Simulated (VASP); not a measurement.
**TeAs: relaxation of cell and atoms with LDA**

Crystal: TeAs.

```xyz
2
Lattice="0.0000 2.9700 2.9700 2.9700 0.0000 2.9700 2.9700 2.9700 0.0000" Properties=species:S:1:pos:R:3 pbc="T T T"
Te    0.0000    0.0000    0.0000
As    2.9700    2.9700    2.9700
```

```json
{"Program": "VASP 6.6.1", "Task": "relaxation of cell and atoms", "Functional": "LDA", "Potentials or basis": "VASP PAW LDA potentials, release 64 (Te, As)", "Cutoff": "600 eV", "k mesh": "7 × 7 × 7", "Occupations": "fermi-dirac, width 0.02 eV", "Spin": "no spin polarisation", "Dipole correction": "no", "Further INCAR settings": "ALGO = Normal; EDIFF = 1e-07; IBRION = 2; EDIFFG = -0.03; NSW = 60; ISIF = 3"}
```

```yaml
Relaxed_volume: 24.56 Å³/atom
Relaxed_cell: a = 4.111 Å, b = 4.111 Å, c = 4.111 Å, α = 60.00°, β = 60.00°, γ = 60.00°
Space_group_after_relaxing_to_0.05_Å: Fm-3m (No. 225)
Energy_gained_by_relaxing: 22.6 meV/atom
Ionic_steps: 3
Pressure_after_relaxing: 0.0 GPa
```

The path:
| step | energy change (eV) | largest force (eV/Å) | pressure (GPa) | volume (Å³) |
| --- | --- | --- | --- | --- |
| 1 | 0.0000 | 0.0000 | -4.18 | 52.40 |
| 2 | -0.0301 | 0.0000 | 2.88 | 47.38 |
| 3 | -0.0453 | 0.0000 | -0.01 | 49.12 |

Final structure:
```cif
data_structure
_symmetry_space_group_name_H-M 'P 1'
_symmetry_Int_Tables_number 1
_cell_length_a 4.1109
_cell_length_b 4.1109
_cell_length_c 4.1109
_cell_angle_alpha 60.000
_cell_angle_beta 60.000
_cell_angle_gamma 60.000
_cell_volume 49.12
loop_
_atom_site_label
_atom_site_type_symbol
_atom_site_fract_x
_atom_site_fract_y
_atom_site_fract_z
_atom_site_occupancy
Te1 Te 0.00000 0.00000 0.00000 1
As1 As 0.50000 0.50000 0.50000 1
```

Levels at points of the mesh, in eV from the Fermi level:
```tsv
k point	band 2	band 3	band 4	band 5	band 6	band 7	band 8	band 9
(0.00, 0.00, 0.00)	-6.87	-2.80	-2.80	-2.80	2.36	2.36	2.36	4.75
```

Wall time 52 s on 1 thread of Intel Xeon 8259CL, with other jobs on the host, peak memory 0.18 GiB.

Caveat: spin-orbit coupling is left out, which moves the levels of the heavy elements.
